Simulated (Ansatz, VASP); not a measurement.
**NaH: VASP beside Ansatz**

```
CELL_PARAMETERS angstrom
0.00000 2.41556 2.41556
2.41556 0.00000 2.41556
2.41556 2.41556 0.00000
ATOMIC_POSITIONS crystal
Na 0.00000 0.00000 0.00000
H 0.50000 0.50000 0.50000
```

Alike in both runs: functional PBE; k mesh 12 × 12 × 12; occupations fermi-dirac, width 0.08 eV; no spin polarisation.

Ansatz relaxed the structure, and its values are those at the end. VASP's run is a single point on that final structure, the one shown.

```csv
,VASP,Ansatz
version,VASP 6.6.1,Ansatz 0.2.0
potentials or method,"VASP PAW PBE potentials, release 64 (Na_pv, H)","PAW with Ansatz's default frozen-core files, scalar-relativistic"
plane-wave cutoff (eV),520,420
valence electrons in the cell,8,10
```

|  | VASP | Ansatz | Ansatz less VASP |
| --- | --- | --- | --- |
| pressure (GPa) | 0.0 | 0.0 | +0.03 |

With one functional, cell and mesh, what is left measures potentials, basis and numerics. VASP's potentials hold 8 valence electrons a cell and Ansatz's 10, so a difference there can come from the potentials and not from the codes.
